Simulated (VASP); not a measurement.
Runs of VASP 6.6.1 on SiO2 (Cristobalite). The structure is tetragonal, space group P4_12_12 (No. 92). Conventional cell: a = 4.989 Å, b = 4.989 Å, c = 6.991 Å, α = 90.00°, β = 90.00°, γ = 90.00°. Si (site symmetry 2) has 4 O at 1.60 to 1.61 Å within 2.1 Å. O (site symmetry 1) has 2 Si at 1.60 to 1.61 Å within 2.1 Å. 

```csv
task,level,cell,smearing,gap on the mesh (eV),pressure (GPa),largest force (eV/Å)
electric field gradients,PBE,as given,fermi-dirac 0.02 eV,5.77,7.0,0.45
relaxation of the atoms,PBE,atoms relaxed,fermi-dirac 0.02 eV,5.60,1.1,0.02
single point,PBE,as given,fermi-dirac 0.02 eV,5.60,1.1,(a)
electric field gradients,r2SCAN,as given,fermi-dirac 0.02 eV,6.24,-3.5,0.29
electric field gradients,PBE,as given,fermi-dirac 0.15 eV,5.77,7.0,0.45
```

Alike in all rows: potentials or basis VASP PAW PBE potentials, release 64 (Si, O); no spin polarisation; k mesh 4 × 4 × 3; cutoff (eV) 520.

Q: Estimate the missing entries.

A: (a) 0.03.

Caveats: the PAW data sets were made with another functional, which shifts forces and pressure a little (some runs).

